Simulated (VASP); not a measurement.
## TiSi (rocksalt type): single point with PBEsol

Crystal: TiSi (rocksalt type).

```
Ti Si
1.0
     0.00000    2.34290    2.34290
     2.34290    0.00000    2.34290
     2.34290    2.34290    0.00000
Ti Si
1 1
Direct
  0.00000 0.00000 0.00000
  0.50000 0.50000 0.50000
```

| Quantity | Value |
| --- | --- |
| Program | VASP 6.6.1 |
| Task | single point |
| Functional | PBEsol |
| Potentials or basis | VASP PAW PBE potentials, release 64 (Ti_sv, Si) |
| Cutoff | 520 eV |
| k mesh | 14 × 14 × 14 |
| Occupations | fermi-dirac, width 0.1 eV |
| Spin | no spin polarisation |

```yaml
Pressure: 40.2 GPa
Band_gap_on_the_k_mesh: zero (bands 8 and 9 overlap by 1.22 eV)
```

Levels at points of the mesh, in eV from the Fermi level:
| k point | band 6 | band 7 | band 8 | band 9 | band 10 | band 11 |
| --- | --- | --- | --- | --- | --- | --- |
| (0.00, 0.00, 0.00) | -0.24 | -0.24 | -0.24 | 0.41 | 0.41 | 4.58 |
| (0.50, 0.00, 0.00) | -5.99 | -2.09 | -2.09 | 2.39 | 2.39 | 3.64 |
| (0.50, 0.50, 0.00) | -3.84 | -2.59 | 0.98 | 0.98 | 1.48 | 2.95 |

Wall time 38 s on 1 thread of Intel(R) Xeon(R) Platinum 8488C (Sapphire Rapids) (shared host), peak memory 0.18 GiB.

Caveat: the cell stands under pressure; the PAW data sets were made with another functional, which shifts forces and pressure a little.
